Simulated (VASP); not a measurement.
# Al (Fm-3m) in VASP: further runs

Al is run at these levels: r2SCAN; tasks: single point.

Program: VASP 6.6.1. These are calculated values, not measurements. Logs are shortened: lines on timing, memory, paths and dates and some standing lists are left out, and cuts for length are marked.

## 1. The cell of the first run

It takes space group Fm-3m (No. 225, cubic). Conventional cell: a = 4.048 Å, b = 4.048 Å, c = 4.048 Å, α = 90.00°, β = 90.00°, γ = 90.00°. Al (site symmetry m-3m) has 12 Al at 2.86 Å within 3.8 Å.

## 2. Single point, r2SCAN

Input file POSCAR:

```
Al
1.0
    0.0000000000      2.0239800000      2.0239800000
    2.0239800000      0.0000000000      2.0239800000
    2.0239800000      2.0239800000      0.0000000000
Al
1
Direct
    0.0000000000      0.0000000000      0.0000000000
```

Input file INCAR.step1:

```
PREC     = Accurate       # precision mode
ENCUT    = 520            # plane-wave cutoff, eV
ISMEAR   = 0              # smearing method
SIGMA    = 0.15           # smearing width, eV
LREAL    = False          # projectors in reciprocal space
LASPH    = True           # aspherical terms in the spheres
NELM     = 60             # most SCF steps
NBANDS   = 8              # bands
GGA      = PE             # functional
ALGO     = Normal         # electronic algorithm
EDIFF    = 1E-4           # SCF threshold, eV
LWAVE    = True           # write WAVECAR
LCHARG   = False          # write CHGCAR
```

Input file INCAR.step2:

```
PREC     = Accurate       # precision mode
ENCUT    = 520            # plane-wave cutoff, eV
EDIFF    = 1E-6           # SCF threshold, eV
ISMEAR   = 0              # smearing method
SIGMA    = 0.15           # smearing width, eV
LREAL    = False          # projectors in reciprocal space
LASPH    = True           # aspherical terms in the spheres
NELM     = 60             # most SCF steps
ALGO     = Normal         # electronic algorithm
ISIF     = 2              # what is computed and relaxed
LWAVE    = False          # write WAVECAR
LCHARG   = True           # write CHGCAR
METAGGA  = R2SCAN         # meta-GGA
LMIXTAU  = True         
LELF     = True           # ELF
LVHAR    = True         
NBANDS   = 8              # bands
ISTART   = 1
```

Input file KPOINTS:

```
Automatic mesh
0
Gamma
  20 20 20
```

Potentials or basis: VASP PAW PBE potentials, release 64 (Al).

On the command line:

```sh
$ cat potpaw_PBE.64/Al/POTCAR > POTCAR
$ cp INCAR.step1 INCAR
$ mpirun -np 1 vasp_std > vasp.out
$ cp INCAR.step2 INCAR
$ mpirun -np 1 vasp_std > vasp.out
```

OUTCAR:

```text
PREC = Accurate
   ENCUT = 520
   EDIFF = 1E-6
   ISMEAR = 0
   LREAL = False
   LASPH = True
   NELM = 60
   ISIF = 2
   METAGGA = R2SCAN
   ISTART = 1

 ion  position               nearest neighbor table
   1  0.000  0.000  0.000-

  LATTYP: Found a face centered cubic cell.
 ALAT       =     4.0479600000

  Lattice vectors:

 A1 = (   0.0000000000,   2.0239800000,   2.0239800000)
 A2 = (   2.0239800000,   0.0000000000,   2.0239800000)
 A3 = (   2.0239800000,   2.0239800000,   0.0000000000)

Analysis of symmetry for initial positions (statically):
=====================================================================
 Subroutine PRICEL returns:
 Original cell was already a primitive cell.

 Routine SETGRP: Setting up the symmetry group for a
 face centered cubic supercell.

 Subroutine GETGRP returns: Found 48 space group operations
 (whereof 48 operations were pure point group operations)
 out of a pool of 48 trial point group operations.

The static configuration has the point symmetry O_h .

Analysis of symmetry for dynamics (positions and initial velocities):
=====================================================================
 Subroutine PRICEL returns:
 Original cell was already a primitive cell.

 Routine SETGRP: Setting up the symmetry group for a
 face centered cubic supercell.

 Subroutine GETGRP returns: Found 48 space group operations
 (whereof 48 operations were pure point group operations)
 out of a pool of 48 trial point group operations.

The dynamic configuration has the point symmetry O_h .

 Subroutine INISYM returns: Found 48 space group operations
 (whereof 48 operations are pure point group operations),
 and found     1 'primitive' translations

----------------------------------------------------------------------------------------

                                     Primitive cell

  volume of cell :      16.5824

  direct lattice vectors                    reciprocal lattice vectors
     0.000000000  2.023980000  2.023980000    -0.247038014  0.247038014  0.247038014
     2.023980000  0.000000000  2.023980000     0.247038014 -0.247038014  0.247038014
     2.023980000  2.023980000  0.000000000     0.247038014  0.247038014 -0.247038014

  length of vectors
     2.862339966  2.862339966  2.862339966     0.427882392  0.427882392  0.427882392

  position of ions in fractional coordinates (direct lattice)
     0.000000000  0.000000000  0.000000000

  ion indices of the primitive-cell ions
   primitive index   ion index
                 1           1

----------------------------------------------------------------------------------------

 KPOINTS: Automatic mesh

Automatic generation of k-mesh.
 Grid dimensions read from file:
 generate k-points for:   20   20   20

 Generating k-lattice:

  Cartesian coordinates                     Fractional coordinates (reciprocal lattice)
    -0.012351901  0.012351901  0.012351901     0.050000000  0.000000000  0.000000000
     0.012351901 -0.012351901  0.012351901     0.000000000  0.050000000  0.000000000
     0.012351901  0.012351901 -0.012351901     0.000000000  0.000000000  0.050000000

  Length of vectors
     0.021394120  0.021394120  0.021394120

  Shift w.r.t. Gamma in fractional coordinates (k-lattice)
     0.000000000  0.000000000  0.000000000

 Subroutine IBZKPT returns following result:
 ===========================================

 Found    256 irreducible k-points:

 Following reciprocal coordinates:
            Coordinates               Weight
  0.000000  0.000000  0.000000      1.000000
  0.050000  0.000000  0.000000      8.000000
  0.100000  0.000000  0.000000      8.000000
  0.150000  0.000000  0.000000      8.000000
  0.200000  0.000000  0.000000      8.000000
  0.250000  0.000000  0.000000      8.000000
[... 16 lines left out ...]
 -0.400000  0.050000  0.000000     24.000000
 -0.350000  0.050000  0.000000     24.000000
 [... further k-points ...]
   k-points           NKPTS =    256   k-points in BZ     NKDIM =    256   number of bands    NBANDS=      8
   number of dos      NEDOS =    301   number of ions     NIONS =      1
   total plane-waves  NPLWV =  13824
   dimension x,y,z NGX =    24 NGY =   24 NGZ =   24
   dimension x,y,z NGXF=    48 NGYF=   48 NGZF=   48
   ions per type =               1
   NGX,Y,Z   is equivalent  to a cutoff of  13.94, 13.94, 13.94 a.u.
   NGXF,Y,Z  is equivalent  to a cutoff of  27.88, 27.88, 27.88 a.u.
 SYSTEM =  unknown system
   PREC   = accura    normal or accurate (medium, high low for compatibility)
   ISTART =      1    job   : 0-new  1-cont  2-samecut
   ICHARG =      0    charge: 1-file 2-atom 10-const
   ISPIN  =      1    spin polarized calculation?
   LNONCOLLINEAR =      F non collinear calculations
   LSORBIT =      F    spin-orbit coupling
   LASPH  =      T    aspherical Exc in radial PAW
   ENCUT  =  520.0 eV  38.22 Ry    6.18 a.u.   5.32  5.32  5.32*2*pi/ulx,y,z
   NELM   =     60;   NELMIN=  2; NELMDL=  0     # of ELM steps
   EDIFF  = 0.1E-05   stopping-criterion for ELM
   LREAL  =      F    real-space projection
   EDIFFG = 0.1E-04   stopping-criterion for IOM
   NSW    =      0    number of steps for IOM
   IBRION =     -1    ionic relax: 0-MD 1-quasi-New 2-CG
   NFREE  =      0    steps in history (QN), initial steepest desc. (CG)
   ISIF   =      2    stress and relaxation
   ISYM   =      2    0-nonsym 1-usesym 2-fastsym
   POTIM  = 0.5000    time-step for ionic-motion
   TEBEG  =    0.0;   TEEND  =   0.0 temperature during run
   PSTRESS=    0.0 pullay stress
   NELECT =       3.0000    total number of electrons
   NUPDOWN=      -1.0000    fix difference up-down
   EMIN   =  10.00;   EMAX   =-10.00  energy-range for DOS
   EFERMI =   0.00;   METHOD = LEGACY
   ISMEAR =     0;   SIGMA  =   0.15  broadening in eV -4-tet -1-fermi 0-gaus
   EFERMI_NEDOS =   21; number of points for ismear=-14 and -15
   IALGO  =     38    algorithm
   IMIX   =      4    mixing-type and parameters
     AMIX     =   0.40;   BMIX     =  1.00
     AMIX_MAG =   1.60;   BMIX_MAG =  1.00
  volume/ion in A,a.u.               =      16.58       111.90
  Fermi-wavevector in a.u.,A,eV,Ry     =   0.925903  1.749704 11.664236  0.857297
  Thomas-Fermi vector in A             =   2.051808
   LORBIT       =      0    0 simple, 1 ext, 2 COOP (PROOUT), +10 PAW based schemes
   METAGGA = R2SCAN    functional components
   LHFCALC =     F    Hartree Fock is set to
   AEXX    =    0.0000 exact exchange contribution
   IVDW    =     0    specifies the selected vdW correction
   LEPSILON=     F    determine dielectric tensor
   LRPA    =     F    only Hartree local field effects (RPA)
 non-spin polarized calculation
 Gauss-broadening in eV      SIGMA  =   0.15
  energy-cutoff  :      520.00
  volume of cell :       16.58
 maximum number of plane-waves:       460
 NGX is ok and might be reduce to    24
   NGX = 11   NGY = 11   NGZ = 11

 number of electron       3.0000000 magnetization

 Free energy of the ion-electron system (eV)
  ---------------------------------------------------
  ext. energy  EPLUGINS =         0.00000000
  ---------------------------------------------------
  free energy    TOTEN  =        -6.73135300 eV

  energy without entropy =       -6.72692033  energy(sigma->0) =       -6.72913666

 E-fermi :   8.0156     XC(G=0): -10.8890

 val. band max:        8.0115908931   @ k =  -0.2500   0.5000   0.2500
 cond. band min:       8.0186115951   @ k =  -0.4000   0.4000   0.1000
 fundamental gap:      0.0070207019
 Fermi energy:         8.0156396377

 k-point     1 :       0.0000    0.0000    0.0000
  band No.  band energies     occupation
      1      -3.8389      2.00000
      2      21.2601      0.00000
      3      21.2601      0.00000
      4      21.2601      0.00000
      5      23.1169      0.00000
      6      23.1170      0.00000
      7      23.1170      0.00000
      8      25.2902      0.00000

 k-point     2 :       0.0500    0.0000    0.0000
  band No.  band energies     occupation
      1      -3.7668      2.00000
      2      19.9319      0.00000
      3      21.0189      0.00000
      4      21.0189      0.00000
      5      23.4720      0.00000
      6      23.4721      0.00000
      7      23.6093      0.00000
      8      26.0747      0.00000

 k-point     3 :       0.1000    0.0000    0.0000
  band No.  band energies     occupation
      1      -3.5509      2.00000
      2      17.8461      0.00000
      3      20.5677      0.00000
      4      20.5677      0.00000
      5      23.6929      0.00000
      6      24.2497      0.00000
      7      24.2497      0.00000
      8      27.1354      0.00000

 k-point     4 :       0.1500    0.0000    0.0000
  band No.  band energies     occupation
      1      -3.1916      2.00000
      2      15.7082      0.00000
      3      20.1380      0.00000
      4      20.1380      0.00000
      5      23.5445      0.00000
      6      25.0399      0.00000
      7      25.0399      0.00000
      8      26.2503      0.00000

 k-point     5 :       0.2000    0.0000    0.0000
  band No.  band energies     occupation
      1      -2.6902      2.00000
      2      13.6198      0.00000
      3      19.7945      0.00000
      4      19.7945      0.00000
      5      23.3644      0.00000
      6      24.6109      0.00000
      7      24.6109      0.00000
      8      26.7492      0.00000

 k-point     6 :       0.2500    0.0000    0.0000
  band No.  band energies     occupation
      1      -2.0481      2.00000
      2      11.6143      0.00000
      3      19.5567      0.00000
      4      19.5567      0.00000
      5      23.2273      0.00000
      6      23.6459      0.00000
      7      23.6459      0.00000
      8      27.8943      0.00000

 k-point     7 :       0.3000    0.0000    0.0000
  band No.  band energies     occupation
      1      -1.2670      2.00000
      2       9.7079      0.00000
      3      19.4321      0.00000
      4      19.4321      0.00000
      5      22.7245      0.00000
      6      22.7245      0.00000
      7      23.1722      0.00000
      8      26.9673      0.00000
[... 133 lines left out ...]
 k-point    20 :       0.4500    0.0500    0.0000
  band No.  band energies     occupation
      1       1.5345      2.00000
      2       5.2362      2.00000
      3      18.6296      0.00000
      4      19.1987      0.00000
      5      20.0863      0.00000
      6      21.9385      0.00000
      7      24.4050      0.00000
      8      25.4144      0.00000

 k-point    21 :       0.5000    0.0500    0.0000
  band No.  band energies     occupation
      1       2.7677      2.00000
      2       3.7925      2.00000
      3      18.6920      0.00000
      4      18.9412      0.00000
      5      20.3950      0.00000
      6      21.4282      0.00000
      7      24.7179      0.00000
      8      24.8968      0.00000

 k-point    22 :      -0.4500    0.0500    0.0000
  band No.  band energies     occupation
      1       2.3547      2.00000
      2       4.2475      2.00000
      3      18.2987      0.00000
      4      19.3747      0.00000
      5      20.8347      0.00000
      6      21.0365      0.00000
      7      24.3755      0.00000
      8      25.2718      0.00000

 k-point    23 :      -0.4000    0.0500    0.0000
  band No.  band energies     occupation
      1       1.1421      2.00000
      2       5.7546      2.00000
      3      18.0265      0.00000
      4      19.9295      0.00000
      5      20.7642      0.00000
      6      21.3966      0.00000
      7      24.0490      0.00000
      8      25.8675      0.00000

 k-point    24 :      -0.3500    0.0500    0.0000
  band No.  band energies     occupation
      1       0.0485      2.00000
      2       7.3941      2.00000
      3      17.8769      0.00000
      4      20.5674      0.00000
      5      20.6481      0.00000
      6      22.0751      0.00000
      7      23.8431      0.00000
      8      26.5679      0.00000

 [... further k-points ...]

------------------------ aborting loop because EDIFF is reached ----------------------------------------

  FORCE on cell =-STRESS in cart. coord.  units (eV):
  Direction    XX          YY          ZZ          XY          YZ          ZX
  --------------------------------------------------------------------------------------
  -------------------------------------------------------------------------------------
  Total       -0.3923950     -0.3923950     -0.3923950      0.0000000     -0.0000000      0.0000000
  in kB      -37.9127619    -37.9127619    -37.9127619      0.0000000     -0.0000000      0.0000000
  external PRESSURE =     -37.9127619 kB  Pullay stress =       0.0000000 kB

 VOLUME and BASIS-vectors are now :
 -----------------------------------------------------------------------------
  energy-cutoff  :      520.00
  volume of cell :       16.58
      direct lattice vectors                 reciprocal lattice vectors
     0.000000000  2.023980000  2.023980000    -0.247038014  0.247038014  0.247038014
     2.023980000  0.000000000  2.023980000     0.247038014 -0.247038014  0.247038014
     2.023980000  2.023980000  0.000000000     0.247038014  0.247038014 -0.247038014

 POSITION                                       TOTAL-FORCE (eV/Angst)
 -----------------------------------------------------------------------------------
      0.00000      0.00000      0.00000         0.000000      0.000000      0.000000
 -----------------------------------------------------------------------------------
    total drift:                                0.000000     -0.000000     -0.000000

  FREE ENERGIE OF THE ION-ELECTRON SYSTEM (eV)
  ---------------------------------------------------
  free  energy   TOTEN  =        -6.7313529981 eV

  energy  without entropy=       -6.7269203289  energy(sigma->0) =       -6.72913666
```

Wall time 2.2 min (1 thread of Intel Xeon 8259CL, shared host); peak memory 0.16 GiB.

What came out:

* Free energy: -6.7314 eV
* Pressure: -3.8 GPa

Caveat: the PAW data sets were made with another functional, which shifts forces and pressure a little.

## 3. Single point, r2SCAN

POSCAR is that of step 2.

Input file INCAR.step1:

```
SYSTEM = Al
PREC = Accurate ; ENCUT = 520
ISMEAR = 0 ; SIGMA = 0.15
LREAL = .FALSE. ; LASPH = .TRUE.
NELM = 80 ; NBANDS = 8
GGA = PE ; ALGO = Normal
EDIFF = 1E-4 ; LWAVE = .TRUE.
LCHARG = .FALSE.
```

Input file INCAR.step2:

```
SYSTEM = Al
PREC = Accurate ; ENCUT = 520
EDIFF = 1E-6 ; ISMEAR = 0
SIGMA = 0.15 ; LREAL = .FALSE.
LASPH = .TRUE. ; NELM = 80
ALGO = Normal ; ISIF = 2
LWAVE = .FALSE. ; LCHARG = .FALSE.
METAGGA = R2SCAN ; LMIXTAU = .TRUE.
NBANDS = 8 ; ISTART = 1
```

Input file KPOINTS:

```
regular mesh
0
G
  22 22 22
  0 0 0
```

Potentials or basis: VASP PAW PBE potentials, release 64 (Al).

On the command line:

```sh
$ cat potpaw_PBE.64/Al/POTCAR > POTCAR
$ cp INCAR.step1 INCAR
$ mpirun -np 1 vasp_std > vasp.out
$ cp INCAR.step2 INCAR
$ mpirun -np 1 vasp_std > vasp.out
```

Run time: 2.5 min. Hardware: 1 thread of Intel Xeon 8259CL, shared host; peak memory 0.16 GiB.

The run converged. Its results:

```yaml
Free_energy: -6.7328 eV
Pressure: -3.7 GPa
```

Levels at points of the mesh, in eV from the Fermi level:
```csv
k point,band 1,band 2,band 3,band 4,band 5
"(0.00, 0.00, 0.00)",-11.79,13.31,13.31,13.31,15.16
"(0.50, 0.00, 0.00)",-4.97,-4.51,12.07,12.07,12.27
"(0.50, 0.50, 0.00)",-3.14,-1.63,5.48,5.99,5.99
```

Caveat: the PAW data sets were made with another functional, which shifts forces and pressure a little.
